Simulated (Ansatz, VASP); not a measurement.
**One calculation of Zr3CN3, two programs**

```
Zr C N
1.0
     4.54956   -0.00027    0.00100
    -0.00027    4.55160   -0.00045
     0.00100   -0.00045    4.55083
Zr C N
3 1 3
Direct
  0.49999 0.00010 0.00000
  0.99999 0.50001 0.00001
  0.99999 0.99991 0.50000
  0.00001 0.00000 0.00000
  0.00000 0.50013 0.49999
  0.50001 0.00000 0.50001
  0.50000 0.49986 0.99999
```

Change from the starting cell: cell x1, atoms moved at random (sigma 0.1 Å) and cell strained at random (1.5 %), then relaxed without symmetry.

Alike in both runs: functional PBE; k mesh 6 × 6 × 6; occupations gaussian, width 0.2 eV; no spin polarisation.

Ansatz relaxed the structure, and its values are those at the end. VASP's run is a single point on that final structure, the one shown.

|  | VASP | Ansatz |
| --- | --- | --- |
| version | VASP 6.6.1 | Ansatz 0.2.0 |
| potentials or method | VASP PAW PBE potentials, release 64 (Zr_sv, C, N), cutoff 520 eV | scalar-relativistic, plane waves, PAW |
| valence electrons in the cell | 55 | 55 |

Ansatz gave:

- gap on the k mesh at the Fermi level (eV): none
- pressure (GPa): 0.1

Task: Estimate VASP's values.

Result: gap on the k mesh at the Fermi level (eV): none; pressure (GPa): 0.2.

A gap of «none» marks a metal or a gap that the smearing closes. The functional is the same, so the differences come from potentials, cutoffs and numerics.
